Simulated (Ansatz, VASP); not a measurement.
WC in VASP and in Ansatz

The input INCAR:

```
SYSTEM = WC
PREC     = Accurate       ! precision mode
ENCUT    = 520            ! plane-wave cutoff, eV
EDIFF    = 1E-6           ! SCF threshold, eV
ISMEAR   = 0              ! smearing method
SIGMA    = 0.15           ! smearing width, eV
LREAL    = .FALSE.        ! projectors in reciprocal space
LASPH    = .TRUE.         ! aspherical terms in the spheres
NELM     = 100            ! most SCF steps
ALGO     = Normal         ! electronic algorithm
ISIF     = 2              ! what is computed and relaxed
LWAVE    = .FALSE.        ! write WAVECAR
LCHARG   = .FALSE.        ! write CHGCAR
GGA      = PS             ! functional
NBANDS   = 26             ! bands
```

Contents of KPOINTS:

```
regular mesh
0
G
  12 12 8
  0 0 0
```

File POSCAR:

```
WC
1.0
    0.0000000000     -2.1726853746     -2.1726853746
    0.0000000000      2.1726853746     -2.1726853746
    4.3453707493      0.0000000000      0.0000000000
W C
2 2
Direct
    0.4202513460      0.4669095494      0.4863552779
    0.0797486540      0.0330904506      0.0136447221
    0.5421005258      0.5426264726     -0.0071697514
   -0.0421005258     -0.0426264726      0.5071697514
```

Input for Ansatz:

```yaml
crystal:
  lattice:
    - [0.0, -2.1726853746, -2.1726853746]
    - [0.0, 2.1726853746, -2.1726853746]
    - [4.3453707493, 0.0, 0.0]
  atoms:
    - { symbol: W, position: [0.420251346, 0.4669095494, 0.4863552779] }
    - { symbol: W, position: [0.079748654, 0.0330904506, 0.0136447221] }
    - { symbol: C, position: [0.5421005258, 0.5426264726, -0.0071697514] }
    - { symbol: C, position: [-0.0421005258, -0.0426264726, 0.5071697514] }
basis:
  ecutwfc: 420
kpoints:
  mp_grid: { grid: [12, 12, 8] }
hamiltonian:
  xc: pbesol
scf:
  occupations: { method: gaussian, width: 0.15 }
output:
  forces: true
  stress: true
  eigenvalues: true
  write_density: true
  write_potential: true
  elf: true
  volumetric_format: npy
```

Alike in both runs: task single point; functional PBEsol; k mesh 12 × 12 × 8; occupations gaussian, width 0.15 eV; no spin polarisation.

|  | VASP | Ansatz |
| --- | --- | --- |
| version | VASP 6.6.1 | Ansatz 0.2.0 |
| potentials or method | VASP PAW PBE potentials, release 64 (W_sv, C), cutoff 520 eV | scalar-relativistic, plane waves, PAW |
| valence electrons in the cell | 36 | 36 |

|  | VASP | Ansatz | Ansatz less VASP |
| --- | --- | --- | --- |
| gap on the k mesh at the Fermi level (eV) | none | none | - |
| pressure (GPa) | 6.5 | 5.2 | -1.25 |
| traceless stress, the component that is largest in VASP (GPa) | 9.90 | 9.83 | -0.063 |
| rms of the force components (eV/Å) | 0.971 | 0.958 | -0.0122 |

VASP's potentials were made for PBE, not for PBEsol. Atom by atom the forces differ by 0.016 eV/Å (rms over components). A gap of «none» marks a metal or a gap that the smearing closes. The functional is the same, so the differences come from potentials, cutoffs and numerics.

Neither program's run includes spin-orbit coupling.
